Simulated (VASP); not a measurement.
# CoGe3 (Pm-3m) in VASP: further runs

The runs below take CoGe3 through single point, relaxation of cell and atoms, with PBE, r2SCAN.

Everything below comes from runs of VASP 6.6.1. Logs are shortened: lines on timing, memory, paths and dates and some standing lists are left out, and cuts for length are marked.

### Step 1. The cell of the first run

Symmetry: Pm-3m, No. 221, cubic system. Conventional cell: a = 3.995 Å, b = 3.995 Å, c = 3.995 Å, α = 90.00°, β = 90.00°, γ = 90.00°. Ge (site symmetry 4/mmm) has 8 Ge at 2.82 Å and 4 Co at 2.82 Å within 3.7 Å. Within 3.7 Å of Co (site symmetry m-3m) lie 12 Ge at 2.82 Å.

### Step 2. Single point, PBE

Input file INCAR:

```
ALGO     = Normal         # electronic algorithm
EDIFF    = 1E-6           # SCF threshold, eV
ENCUT    = 520            # plane-wave cutoff, eV
GGA      = PE             # functional
ISIF     = 2              # what is computed and relaxed
ISMEAR   = 0              # smearing method
LASPH    = T              # aspherical terms in the spheres
LCHARG   = F              # write CHGCAR
LREAL    = F              # projectors in reciprocal space
LWAVE    = F              # write WAVECAR
NBANDS   = 34             # bands
NELM     = 60             # most SCF steps
PREC     = Accurate       # precision mode
SIGMA    = 0.1            # smearing width, eV
```

Input file KPOINTS:

```
k-points
0
Gamma
  6 6 6
```

Input file POSCAR:

```
CoGe3
1.0
    3.9945493910      0.0000000000      0.0000000000
    0.0000000000      3.9945493910      0.0000000000
    0.0000000000      0.0000000000      3.9945493910
Ge Co
3 1
Direct
    0.0000000000      0.5000000000      0.5000000000
    0.5000000000      0.0000000000      0.5000000000
    0.5000000000      0.5000000000      0.0000000000
    0.0000000000      0.0000000000      0.0000000000
```

Potentials or basis: VASP PAW PBE potentials, release 64 (Ge_d, Co).

Launch:

```console
$ cat potpaw_PBE.64/Ge_d/POTCAR potpaw_PBE.64/Co/POTCAR > POTCAR
$ mpirun -np 1 vasp_std > vasp.out
```

OUTCAR:

```text
EDIFF = 1E-6
   ENCUT = 520
   GGA = PE
   ISIF = 2
   ISMEAR = 0
   LASPH = T
   LREAL = F
   NELM = 60
   PREC = Accurate

 ion  position               nearest neighbor table
   1  0.000  0.500  0.500-   2 2.82   3 2.82   4 2.82   3 2.82   4 2.82   2 2.82   4 2.82   4 2.82
                             2 2.82   3 2.82   3 2.82   2 2.82
   2  0.500  0.000  0.500-   1 2.82   3 2.82   4 2.82   3 2.82   4 2.82   1 2.82   3 2.82   3 2.82
                             1 2.82   4 2.82   4 2.82   1 2.82
   3  0.500  0.500  0.000-   1 2.82   2 2.82   4 2.82   1 2.82   2 2.82   2 2.82   4 2.82   2 2.82
                             1 2.82   4 2.82   1 2.82   4 2.82
   4  0.000  0.000  0.000-   1 2.82   2 2.82   3 2.82   1 2.82   2 2.82   1 2.82   3 2.82   1 2.82
                             2 2.82   3 2.82   2 2.82   3 2.82

  LATTYP: Found a simple cubic cell.
 ALAT       =     3.9945493910

  Lattice vectors:

 A1 = (   3.9945493910,   0.0000000000,   0.0000000000)
 A2 = (   0.0000000000,   3.9945493910,   0.0000000000)
 A3 = (   0.0000000000,   0.0000000000,   3.9945493910)

Analysis of symmetry for initial positions (statically):
=====================================================================
 Subroutine PRICEL returns:
 Original cell was already a primitive cell.

 Routine SETGRP: Setting up the symmetry group for a
 simple cubic supercell.

 Subroutine GETGRP returns: Found 48 space group operations
 (whereof 48 operations were pure point group operations)
 out of a pool of 48 trial point group operations.

The static configuration has the point symmetry O_h .

Analysis of symmetry for dynamics (positions and initial velocities):
=====================================================================
 Subroutine PRICEL returns:
 Original cell was already a primitive cell.

 Routine SETGRP: Setting up the symmetry group for a
 simple cubic supercell.

 Subroutine GETGRP returns: Found 48 space group operations
 (whereof 48 operations were pure point group operations)
 out of a pool of 48 trial point group operations.

The dynamic configuration has the point symmetry O_h .

 Subroutine INISYM returns: Found 48 space group operations
 (whereof 48 operations are pure point group operations),
 and found     1 'primitive' translations

----------------------------------------------------------------------------------------

                                     Primitive cell

  volume of cell :      63.7387

  direct lattice vectors                    reciprocal lattice vectors
     3.994549391  0.000000000  0.000000000     0.250341128  0.000000000  0.000000000
     0.000000000  3.994549391  0.000000000     0.000000000  0.250341128  0.000000000
     0.000000000  0.000000000  3.994549391     0.000000000  0.000000000  0.250341128

  length of vectors
     3.994549391  3.994549391  3.994549391     0.250341128  0.250341128  0.250341128

  position of ions in fractional coordinates (direct lattice)
     0.000000000  0.500000000  0.500000000
     0.500000000  0.000000000  0.500000000
     0.500000000  0.500000000  0.000000000
     0.000000000  0.000000000  0.000000000

  ion indices of the primitive-cell ions
   primitive index   ion index
                 1           1
                 2           2
                 3           3
                 4           4

----------------------------------------------------------------------------------------

 KPOINTS: k-points

Automatic generation of k-mesh.
 Grid dimensions read from file:
 generate k-points for:    6    6    6

 Generating k-lattice:

  Cartesian coordinates                     Fractional coordinates (reciprocal lattice)
     0.041723521  0.000000000  0.000000000     0.166666667  0.000000000  0.000000000
     0.000000000  0.041723521  0.000000000     0.000000000  0.166666667  0.000000000
     0.000000000  0.000000000  0.041723521     0.000000000  0.000000000  0.166666667

  Length of vectors
     0.041723521  0.041723521  0.041723521

  Shift w.r.t. Gamma in fractional coordinates (k-lattice)
     0.000000000  0.000000000  0.000000000

 Subroutine IBZKPT returns following result:
 ===========================================

 Found     20 irreducible k-points:

 Following reciprocal coordinates:
            Coordinates               Weight
  0.000000  0.000000  0.000000      1.000000
  0.166667  0.000000  0.000000      6.000000
  0.333333  0.000000  0.000000      6.000000
  0.500000  0.000000  0.000000      3.000000
  0.166667  0.166667  0.000000     12.000000
  0.333333  0.166667  0.000000     24.000000
[... 12 lines left out ...]
  0.500000  0.500000  0.333333      6.000000
  0.500000  0.500000  0.500000      1.000000
   k-points           NKPTS =     20   k-points in BZ     NKDIM =     20   number of bands    NBANDS=     34
   number of dos      NEDOS =    301   number of ions     NIONS =      4
   total plane-waves  NPLWV =  27000
   dimension x,y,z NGX =    30 NGY =   30 NGZ =   30
   dimension x,y,z NGXF=    60 NGYF=   60 NGZF=   60
   ions per type =               3   1
   NGX,Y,Z   is equivalent  to a cutoff of  12.49, 12.49, 12.49 a.u.
   NGXF,Y,Z  is equivalent  to a cutoff of  24.97, 24.97, 24.97 a.u.
 SYSTEM =  unknown system
   PREC   = accura    normal or accurate (medium, high low for compatibility)
   ISTART =      0    job   : 0-new  1-cont  2-samecut
   ICHARG =      2    charge: 1-file 2-atom 10-const
   ISPIN  =      1    spin polarized calculation?
   LNONCOLLINEAR =      F non collinear calculations
   LSORBIT =      F    spin-orbit coupling
   LASPH  =      T    aspherical Exc in radial PAW
   ENCUT  =  520.0 eV  38.22 Ry    6.18 a.u.   7.43  7.43  7.43*2*pi/ulx,y,z
   NELM   =     60;   NELMIN=  2; NELMDL= -5     # of ELM steps
   EDIFF  = 0.1E-05   stopping-criterion for ELM
   LREAL  =      F    real-space projection
   EDIFFG = 0.1E-04   stopping-criterion for IOM
   NSW    =      0    number of steps for IOM
   IBRION =     -1    ionic relax: 0-MD 1-quasi-New 2-CG
   NFREE  =      0    steps in history (QN), initial steepest desc. (CG)
   ISIF   =      2    stress and relaxation
   ISYM   =      2    0-nonsym 1-usesym 2-fastsym
   POTIM  = 0.5000    time-step for ionic-motion
   TEBEG  =    0.0;   TEEND  =   0.0 temperature during run
   PSTRESS=    0.0 pullay stress
   NELECT =      51.0000    total number of electrons
   NUPDOWN=      -1.0000    fix difference up-down
   EMIN   =  10.00;   EMAX   =-10.00  energy-range for DOS
   EFERMI =   0.00;   METHOD = LEGACY
   ISMEAR =     0;   SIGMA  =   0.10  broadening in eV -4-tet -1-fermi 0-gaus
   EFERMI_NEDOS =   21; number of points for ismear=-14 and -15
   IALGO  =     38    algorithm
   IMIX   =      4    mixing-type and parameters
     AMIX     =   0.40;   BMIX     =  1.00
     AMIX_MAG =   1.60;   BMIX_MAG =  1.00
  volume/ion in A,a.u.               =      15.93       107.53
  Fermi-wavevector in a.u.,A,eV,Ry     =   1.519837  2.872076 31.428171  2.309905
  Thomas-Fermi vector in A             =   2.628769
   LORBIT       =      0    0 simple, 1 ext, 2 COOP (PROOUT), +10 PAW based schemes
   GGA     = PE    functional components
   LHFCALC =     F    Hartree Fock is set to
   AEXX    =    0.0000 exact exchange contribution
   IVDW    =     0    specifies the selected vdW correction
   LEPSILON=     F    determine dielectric tensor
   LRPA    =     F    only Hartree local field effects (RPA)
 non-spin polarized calculation
 Gauss-broadening in eV      SIGMA  =   0.10
  energy-cutoff  :      520.00
  volume of cell :       63.74
 maximum number of plane-waves:      1743
 NGX is ok and might be reduce to    30
   NGX = 15   NGY = 15   NGZ = 15

 number of electron      50.9999947 magnetization

 Free energy of the ion-electron system (eV)
  ---------------------------------------------------
  ext. energy  EPLUGINS =         0.00000000
  ---------------------------------------------------
  free energy    TOTEN  =       -18.92341609 eV

  energy without entropy =      -18.90880219  energy(sigma->0) =      -18.91610914

 E-fermi :   8.0350     XC(G=0): -11.9496

 val. band max:        7.9267323927   @ k =   0.1667   0.0000   0.0000
 cond. band min:       8.0401003250   @ k =   0.5000   0.5000   0.0000
 fundamental gap:      0.1133679323
 Fermi energy:         8.0350392527

 k-point     1 :       0.0000    0.0000    0.0000
  band No.  band energies     occupation
      1     -16.8456      2.00000
      2     -16.8456      2.00000
      3     -16.8456      2.00000
      4     -16.8454      2.00000
      5     -16.7367      2.00000
      6     -16.7367      2.00000
[... 26 lines left out ...]
     33      13.8710      0.00000
     34      16.8905      0.00000

 k-point     2 :       0.1667    0.0000    0.0000
  band No.  band energies     occupation
      1     -16.8437      2.00000
      2     -16.8351      2.00000
      3     -16.8310      2.00000
      4     -16.8310      2.00000
      5     -16.7353      2.00000
      6     -16.7280      2.00000
[... 26 lines left out ...]
     33      13.3050      0.00000
     34      17.0030      0.00000

 k-point     3 :       0.3333    0.0000    0.0000
  band No.  band energies     occupation
      1     -16.8398      2.00000
      2     -16.8097      2.00000
      3     -16.7906      2.00000
      4     -16.7906      2.00000
      5     -16.7326      2.00000
      6     -16.7114      2.00000
[... 26 lines left out ...]
     33      13.7712      0.00000
     34      17.2920      0.00000
[... 556 lines left out ...]
 k-point    19 :       0.5000    0.5000    0.3333
  band No.  band energies     occupation
      1     -16.7915      2.00000
      2     -16.7915      2.00000
      3     -16.7912      2.00000
      4     -16.7593      2.00000
      5     -16.7593      2.00000
      6     -16.7520      2.00000
[... 26 lines left out ...]
     33      16.7530      0.00000
     34      20.1557      0.00000

 k-point    20 :       0.5000    0.5000    0.5000
  band No.  band energies     occupation
      1     -16.7973      2.00000
      2     -16.7973      2.00000
      3     -16.7973      2.00000
      4     -16.7620      2.00000
      5     -16.7620      2.00000
      6     -16.7620      2.00000
[... 26 lines left out ...]
     33      16.7327      0.00000
     34      22.1020      0.00000

------------------------ aborting loop because EDIFF is reached ----------------------------------------

  FORCE on cell =-STRESS in cart. coord.  units (eV):
  Direction    XX          YY          ZZ          XY          YZ          ZX
  --------------------------------------------------------------------------------------
  -------------------------------------------------------------------------------------
  Total        0.1639067      0.1639067      0.1639067      0.0000000      0.0000000     -0.0000000
  in kB        4.1200627      4.1200627      4.1200627      0.0000000      0.0000000     -0.0000000
  external PRESSURE =       4.1200627 kB  Pullay stress =       0.0000000 kB

 VOLUME and BASIS-vectors are now :
 -----------------------------------------------------------------------------
  energy-cutoff  :      520.00
  volume of cell :       63.74
      direct lattice vectors                 reciprocal lattice vectors
     3.994549391  0.000000000  0.000000000     0.250341128  0.000000000  0.000000000
     0.000000000  3.994549391  0.000000000     0.000000000  0.250341128  0.000000000
     0.000000000  0.000000000  3.994549391     0.000000000  0.000000000  0.250341128

 POSITION                                       TOTAL-FORCE (eV/Angst)
 -----------------------------------------------------------------------------------
      0.00000      1.99727      1.99727         0.000000      0.000000      0.000000
      1.99727      0.00000      1.99727         0.000000      0.000000      0.000000
      1.99727      1.99727      0.00000         0.000000      0.000000      0.000000
      0.00000      0.00000      0.00000         0.000000      0.000000      0.000000
 -----------------------------------------------------------------------------------
    total drift:                                0.000000      0.000000     -0.000000

  FREE ENERGIE OF THE ION-ELECTRON SYSTEM (eV)
  ---------------------------------------------------
  free  energy   TOTEN  =       -18.9234160922 eV

  energy  without entropy=      -18.9088021945  energy(sigma->0) =      -18.91610914
```

Run time: 41 s. Hardware: 1 thread of Intel Xeon 6975P-C (Granite Rapids), shared host; peak memory 0.17 GiB.

Results:

```
Free energy            : -18.9234 eV
Pressure               : 0.4 GPa
Band gap on the k mesh : zero (an odd number of electrons rules out a gap without spin polarisation)
```

Caveat: the run has no spin polarisation, though such a crystal can be magnetic.

### Step 3. Single point, PBE

Input file INCAR:

```
ALGO = Normal
EDIFF = 1E-7
ENCUT = 520
GGA = PE
ISIF = 2
ISMEAR = 0
LASPH = T
LCHARG = T
LELF = T
LREAL = F
LVHAR = T
LWAVE = F
NBANDS = 34
NELM = 80
PREC = Accurate
SIGMA = 0.1
```

Input file KPOINTS:

```
k-points
0
Gamma
  10 10 10
```

Input file POSCAR:

```
CoGe3
1.0
    3.9922210234      0.0000000000      0.0000000000
    0.0000000000      3.9922210234      0.0000000000
    0.0000000000      0.0000000000      3.9922210234
Ge Co
3 1
Direct
    0.0000000000      0.5000000000      0.5000000000
    0.5000000000      0.0000000000      0.5000000000
    0.5000000000      0.5000000000      0.0000000000
    0.0000000000      0.0000000000      0.0000000000
```

Potentials or basis: VASP PAW PBE potentials, release 64 (Ge_d, Co).

Launch:

```console
$ cat potpaw_PBE.64/Ge_d/POTCAR potpaw_PBE.64/Co/POTCAR > POTCAR
$ mpirun -np 1 vasp_std > vasp.out
```

Wall time 2 min (1 thread of Intel Xeon 6975P-C (Granite Rapids), shared host); peak memory 0.24 GiB.

The run converged. Its results:

| Property | Result |
| --- | --- |
| Free energy | -18.9345 eV |
| Pressure | 0.1 GPa |
| Band gap on the k mesh | zero (an odd number of electrons rules out a gap without spin polarisation) |

Levels at points of the mesh, in eV from the Fermi level:
| k point | band 22 | band 23 | band 24 | band 25 | band 26 | band 27 | band 28 | band 29 |
| --- | --- | --- | --- | --- | --- | --- | --- | --- |
| (0.00, 0.00, 0.00) | -0.92 | -0.92 | -0.92 | -0.19 | -0.19 | 0.51 | 3.49 | 3.49 |
| (0.50, 0.00, 0.00) | -0.88 | -0.84 | -0.47 | -0.47 | 0.41 | 0.41 | 0.68 | 0.74 |
| (0.50, 0.50, 0.00) | -0.98 | -0.68 | -0.68 | 0.00 | 0.43 | 1.25 | 1.25 | 2.41 |
| (0.50, 0.50, 0.50) | -4.92 | -0.71 | -0.60 | -0.60 | -0.18 | -0.18 | -0.18 | 8.33 |

Caveat: the run has no spin polarisation, though such a crystal can be magnetic. Spin polarisation is off, so any magnetic state and its effect on volume and gap are missing.

[end of part 1 of 2]
